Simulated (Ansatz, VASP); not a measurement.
## Co in VASP and in Ansatz

INCAR

```
SYSTEM = Co
PREC = Accurate
ENCUT = 600
EDIFF = 1E-6
ISMEAR = 0
SIGMA = 0.1
LREAL = .FALSE.
LASPH = .TRUE.
NELM = 200
ALGO = Normal
ISIF = 2
LWAVE = .FALSE.
LCHARG = .TRUE.
ISPIN = 2
MAGMOM = 3 3
LORBIT = 11
LMAXMIX = 4
GGA = PE
LELF = .TRUE.
LVHAR = .TRUE.
NBANDS = 20
GGA_COMPAT = .FALSE.
```

Contents of KPOINTS:

```
regular mesh
0
G
  9 9 4
  0 0 0
```

Contents of POSCAR:

```
Co
1.0
    2.4719999032      0.0000000000      0.0000000000
   -1.2359999516      2.1408147143      0.0000000000
    0.0000000000      0.0000000000      4.0211440800
Co
2
Direct
    0.3333333300      0.6666666700      0.2500000000
    0.6666666700      0.3333333300      0.7500000000
```

Input for Ansatz:

```yaml
crystal:
  lattice:
    - [2.4719999032, 0.0, 0.0]
    - [-1.2359999516, 2.1408147143, 0.0]
    - [0.0, 0.0, 4.02114408]
  atoms:
    - { symbol: Co, position: [0.33333333, 0.66666667, 0.25], spin: 3.0 }
    - { symbol: Co, position: [0.66666667, 0.33333333, 0.75], spin: 3.0 }
basis:
  ecutwfc: 420
kpoints:
  mp_grid: { grid: [9, 9, 4] }
hamiltonian:
  xc: pbe
scf:
  occupations: { method: gaussian, width: 0.1 }
  lower_state_search: "off"
output:
  forces: true
  stress: true
  eigenvalues: true
  populations: true
magnetization:
  spin_polarized: true
```

Alike in both runs: task single point; functional PBE; k mesh 9 × 9 × 4; occupations gaussian, width 0.1 eV; collinear spin.

```csv
,VASP,Ansatz
version,VASP 6.6.1,Ansatz 0.2.0
potentials or method,"VASP PAW PBE potentials, release 64 (Co), cutoff 600 eV","scalar-relativistic, plane waves, PAW"
valence electrons in the cell,18,34
```

```tsv
	VASP	Ansatz	Ansatz less VASP
gap on the k mesh at the Fermi level (eV)	none	none	-
pressure (GPa)	2.9	3.8	+0.94
traceless stress, the component that is largest in VASP (GPa)	-0.58	-0.47	+0.116
net moment per atom (μB)	1.54	1.55	+0.009
size of the moment on the site where the two differ most (μB)	1.56	1.62	+0.065
```

Site moments also hang on the region over which each program counts them. A gap of «none» marks a metal or a gap that the smearing closes. The functional is the same, so the differences come from potentials, cutoffs and numerics. VASP's potentials hold 18 valence electrons a cell and Ansatz's 34, so a difference there can come from the potentials and not from the codes.

The k mesh is coarse, so the values compare programs but aren't converged.
